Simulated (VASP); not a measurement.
Write the native input for VASP 6.6.1 that does the following.

| Quantity | Value |
| --- | --- |
| Task | single point |
| Functional | PBE |
| Potentials or basis | VASP PAW PBE potentials, release 64 (Nb_sv, Sn_d, Te) |
| Cutoff | 520 eV |
| k mesh | 6 × 6 × 6 |
| Occupations | gaussian, width 0.1 eV |
| Spin | no spin polarisation |
| Dipole correction | no |
| Further INCAR settings | ALGO = Normal; EDIFF = 1e-06; NBANDS = 38 |

The structure of Nb2SnTe3 lies in POSCAR:

```
Nb2SnTe3
1.0
    3.1007084871      1.7901948797      5.7209500122
   -3.1007084871      1.7901948797      5.7209500122
    0.0000000000     -3.5803897594      5.7209500122
Nb Sn Te
2 1 3
Direct
    0.5636150282      0.5636150282      0.5636150282
    0.4363849718      0.4363849718      0.4363849718
    0.0000000000      0.0000000000      0.0000000000
    0.0000000000      0.5000000000      0.0000000000
    0.5000000000      0.0000000000      0.0000000000
    0.0000000000      0.0000000000      0.5000000000
```

The input as run:

INCAR

```
ALGO = Normal ; EDIFF = 1E-6
ENCUT = 520 ; GGA = PE
ISIF = 2 ; ISMEAR = 0
LASPH = True ; LCHARG = False
LREAL = False ; LWAVE = False
NBANDS = 38 ; NELM = 100
PREC = Accurate ; SIGMA = 0.1
```

KPOINTS

```
k-points
0
Gamma
  6 6 6
```

Potentials or basis: VASP PAW PBE potentials, release 64 (Nb_sv, Sn_d, Te).

Launch:

```console
$ cat potpaw_PBE.64/Nb_sv/POTCAR potpaw_PBE.64/Sn_d/POTCAR potpaw_PBE.64/Te/POTCAR > POTCAR
$ mpirun -np 1 vasp_std > vasp.out
```

Results of the run:

```yaml
Pressure: -0.1 GPa
Largest_force: 0.025 eV/Å
Band_gap_on_the_k_mesh: zero (band 29 reaches 6.85 eV, above the bottom of band 30 at 6.41 eV)
```

Caveat: spin-orbit coupling is left out, which moves the levels of the heavy elements.

Run time: 2.6 min on 1 thread of Intel(R) Xeon(R) 6975P-C (Granite Rapids), with other jobs on the host, peak memory 0.5 GiB.
